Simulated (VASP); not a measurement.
A run of VASP 6.6.1 is set up as follows.

Contents of INCAR:

```
SYSTEM = Cs
PREC = Accurate
ENCUT = 520
EDIFF = 1E-7
ISMEAR = 0
SIGMA = 0.1
LREAL = .False.
LASPH = .True.
NELM = 80
ALGO = Normal
ISIF = 2
LWAVE = .False.
LCHARG = .False.
GGA = PS
NBANDS = 16
```

KPOINTS

```
Automatic mesh
0
Gamma
  4 4 4
  0 0 0
```

Contents of POSCAR:

```
Cs
1.0
    0.0000000000      5.2004022391      5.2004022391
    5.2004022391      0.0000000000      5.2004022391
    5.2004022391      5.2004022391      0.0000000000
Cs
2
Direct
    0.5000000000      0.5000000000      0.5000000000
    0.7500000000      0.7500000000      0.7500000000
```

Potentials or basis: VASP PAW PBE potentials, release 64 (Cs_sv).

Run with:

```sh
$ cat potpaw_PBE.64/Cs_sv/POTCAR > POTCAR
$ mpirun -np 1 vasp_std > vasp.out
```

(1) What does it give for the pressure?

(2) What does it give for the band gap on the k mesh?

Results:

(1) 0.2 GPa.

(2) zero (band 9 reaches 0.30 eV, above the bottom of band 10 at 0.02 eV).

Caveat: the PAW data sets were made with another functional, which shifts forces and pressure a little; spin-orbit coupling is left out, which moves the levels of the heavy elements.
